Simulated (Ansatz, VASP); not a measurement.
# One calculation of Ga3Se, two programs

Contents of INCAR:

```
SYSTEM = Ga3Se
PREC = Accurate
ENCUT = 520
EDIFF = 1E-6
ISMEAR = -1
SIGMA = 0.05
LREAL = .FALSE.
LASPH = .TRUE.
NELM = 60
ALGO = Normal
ISIF = 2
LWAVE = .FALSE.
LCHARG = .FALSE.
NBANDS = 30
```

File KPOINTS:

```
regular mesh
0
G
  6 6 6
  0 0 0
```

POSCAR

```
Ga3Se
1.0
    4.5193981489      0.0000000000      0.0000000000
    0.0000000000      4.5193981489      0.0000000000
    0.0000000000      0.0000000000      4.5193981489
Se Ga
1 3
Direct
    0.0000000000      0.0000000000      0.0000000000
    0.5000000000      0.5000000000      0.0000000000
    0.5000000000      0.0000000000      0.5000000000
    0.0000000000      0.5000000000      0.5000000000
```

File input.yaml:

```yaml
crystal:
  lattice:
    - [4.5193981489, 0.0, 0.0]
    - [0.0, 4.5193981489, 0.0]
    - [0.0, 0.0, 4.5193981489]
  atoms:
    - { symbol: Se, position: [0.0, 0.0, 0.0] }
    - { symbol: Ga, position: [0.5, 0.5, 0.0] }
    - { symbol: Ga, position: [0.5, 0.0, 0.5] }
    - { symbol: Ga, position: [0.0, 0.5, 0.5] }
kpoints:
  mp_grid: { grid: [6, 6, 6] }
scf:
  occupations: { method: fermi_dirac, width: 0.05 }
hamiltonian:
  xc: lda
  pseudopotentials: { kind: all_electron, lapw: { basis_error: 0.002 } }
output:
  forces: true
  stress: true
  eigenvalues: true
```

Change from the starting cell: volume scaled by 1.06.

Alike in both runs: task single point; functional LDA; k mesh 6 × 6 × 6; occupations fermi-dirac, width 0.05 eV; no spin polarisation.

|  | VASP | Ansatz |
| --- | --- | --- |
| version | VASP 6.6.1 | Ansatz 0.2.0 |
| potentials or method | VASP PAW LDA potentials, release 64 (Se, Ga_d), cutoff 520 eV | all-electron LAPW, scalar-relativistic |

|  | VASP | Ansatz | Ansatz less VASP |
| --- | --- | --- | --- |
| gap on the k mesh at the Fermi level (eV) | none | none | - |
| pressure (GPa) | -6.4 | -6.4 | -0.01 |

LDA's correlation is that of Perdew and Zunger in VASP and of Perdew and Wang (1992) in Ansatz. A gap of «none» marks a metal or a gap that the smearing closes. Ansatz ran all-electron here, and VASP with PAW potentials.
